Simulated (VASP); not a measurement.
# MnO2: single point with LDA

MnO2:

```xyz
3
Lattice="2.6069 0.0000 0.0000 -1.3034 2.2576 0.0000 0.0000 0.0000 4.1991" Properties=species:S:1:pos:R:3 pbc="T T T"
Mn    0.0000    0.0000    2.0996
O     1.3034    0.7525    1.2333
O     0.0000    1.5051    2.9658
```

```json
{
 "Program": "VASP 6.6.1",
 "Task": "single point",
 "Functional": "LDA",
 "Potentials or basis": "VASP PAW LDA potentials, release 64 (Mn_pv, O)",
 "Cutoff": "520 eV",
 "k mesh": "11 × 11 × 6",
 "Occupations": "fermi-dirac, width 0.03 eV",
 "Spin": "no spin polarisation"
}
```

The pressure is 74.0 GPa and the largest force is 4.989 eV/Å. The band gap on the k mesh is zero (an odd number of electrons rules out a gap without spin polarisation).

Forces in eV/Å, atoms in the order of the input:
```
Mn   0.000  0.000  0.000
O    0.000  0.000 -4.989
O    0.000  0.000  4.989
```

Stress tensor (GPa, compression positive):
```
82.83  0.00  0.00
 0.00 82.83  0.00
 0.00  0.00 56.48
```

Levels at points of the mesh, in eV from the Fermi level:
| k point | band 11 | band 12 | band 13 | band 14 | band 15 | band 16 |
| --- | --- | --- | --- | --- | --- | --- |
| (0.00, 0.00, 0.00) | -2.43 | -1.37 | -1.37 | 1.20 | 4.58 | 4.58 |
| (0.00, 0.00, 0.50) | -2.50 | -1.38 | -1.38 | 1.66 | 4.68 | 4.68 |

Run time: 27 s on 1 thread of AMD EPYC 7R13 Processor (Zen 3) (shared host), peak memory 0.12 GiB.

Caveat: the cell stands under pressure; an odd number of electrons without spin polarisation forces a metal; a magnetic or distorted state may lie lower; the run has no spin polarisation, though such a crystal can be magnetic; semilocal functionals often make such compounds metallic where correlation or magnetic order opens a gap, which also shifts bond lengths. With open d or f shells a metallic result of LDA can be an artefact of self-interaction; +U or a hybrid may open a gap.
